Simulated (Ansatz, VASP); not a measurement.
## Two plane-wave programs on Hf

```
Hf
1.0
    -1.80500    1.80500    1.80500
     1.80500   -1.80500    1.80500
     1.80500    1.80500   -1.80500
Hf
1
Direct
  0.00000 0.00000 0.00000
```

Alike in both runs: task relaxation of cell and atoms; functional r2SCAN; k mesh 10 × 10 × 10; occupations fermi-dirac, width 0.05 eV; no spin polarisation.

```csv
,VASP,Ansatz
version,VASP 6.6.1,Ansatz 0.2.0
potentials or method,"VASP PAW PBE potentials, release 64 (Hf_pv)",Ansatz PAW polarizable
plane-wave cutoff (eV),600,500
valence electrons in the cell,10,26
```

VASP gave:

| Property | Result |
| --- | --- |
| gap on the k mesh at the Fermi level, each at its own relaxed structure (eV) | none |
| relaxed volume (Å³/atom) | 22.09 |
| relaxed cell length with the largest relative difference (Å) | 3.062 |

Question: Which values does Ansatz return?

Answer: gap on the k mesh at the Fermi level, each at its own relaxed structure (eV): none; relaxed volume (Å³/atom): 22.18; relaxed cell length with the largest relative difference (Å): 3.066.

VASP's potentials were made for PBE, not for r2SCAN. A gap of «none» marks a metal or a gap that the smearing closes. VASP's potentials hold 10 valence electrons a cell and Ansatz's 26, so a difference there can come from the potentials and not from the codes.

Spin-orbit coupling is off throughout. Noted on Ansatz's run: the plane-wave basis is chosen anew once the cell has moved, so the energies of steps on either side of that aren't comparable.
